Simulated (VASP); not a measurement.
## Na2W: single point with PBEsol

Na2W:

```
CELL_PARAMETERS angstrom
5.18868 0.00000 0.00000
-2.59434 4.49353 0.00000
0.00000 0.00000 7.22762
ATOMIC_POSITIONS crystal
W 0.50000 0.50000 0.16670
W 0.00000 0.50000 0.83337
W 0.50000 0.00000 0.50003
Na 0.83820 0.16180 0.16670
Na 0.67640 0.83820 0.83337
Na 0.83820 0.67640 0.50003
Na 0.16180 0.83820 0.16670
Na 0.32360 0.16180 0.83337
Na 0.16180 0.32360 0.50003
```

```json
{"Program": "VASP 6.6.1", "Task": "single point", "Functional": "PBEsol", "Potentials or basis": "VASP PAW PBE potentials, release 64 (W_sv, Na_pv)", "Cutoff": "520 eV", "k mesh": "6 × 6 × 4", "Occupations": "methfessel-paxton, width 0.0782 eV", "Spin": "no spin polarisation", "Dipole correction": "no", "Further INCAR settings": "ALGO = Normal; EDIFF = 1e-06; NBANDS = 52"}
```

```json
{"Pressure": "4.5 GPa", "Largest force": "0.029 eV/Å", "Band gap on the k mesh": "zero (bands 42 and 43 overlap by 0.08 eV)"}
```

Forces on the atoms (eV/Å):
```
W    0.000  0.000  0.000
W    0.000  0.000  0.000
W    0.000  0.000  0.000
Na  -0.025  0.014  0.000
Na  -0.025 -0.014  0.000
Na   0.000 -0.029  0.000
Na   0.025 -0.014  0.000
Na   0.025  0.014  0.000
Na   0.000  0.029  0.000
```

Stress tensor (GPa, compression positive):
```
5.69 0.00 0.00
0.00 5.70 0.00
0.00 0.00 2.10
```

Levels at points of the mesh, in eV from the Fermi level:
```csv
k point,band 40,band 41,band 42,band 43,band 44,band 45
"(0.00, 0.00, 0.00)",-0.07,-0.07,0.02,0.27,0.27,0.39
"(0.50, 0.00, 0.00)",-0.47,-0.29,-0.22,0.03,0.10,0.29
"(0.50, 0.50, 0.00)",-0.47,-0.29,-0.22,0.03,0.10,0.29
"(0.00, 0.00, 0.50)",-0.76,-0.76,0.06,0.22,0.22,0.33
"(0.50, 0.00, 0.50)",-0.62,-0.49,-0.25,0.18,0.25,0.26
"(0.50, 0.50, 0.50)",-0.62,-0.49,-0.25,0.18,0.25,0.26
```

Wall time 4.6 min on 1 thread of Intel(R) Xeon(R) Platinum 8259CL CPU @ 2.50GHz (Skylake/Cascade Lake), on a shared host, peak memory 0.43 GiB.

Caveat: the cell stands under pressure; the PAW data sets were made with another functional, which shifts forces and pressure a little; spin-orbit coupling is left out, which moves the levels of the heavy elements.
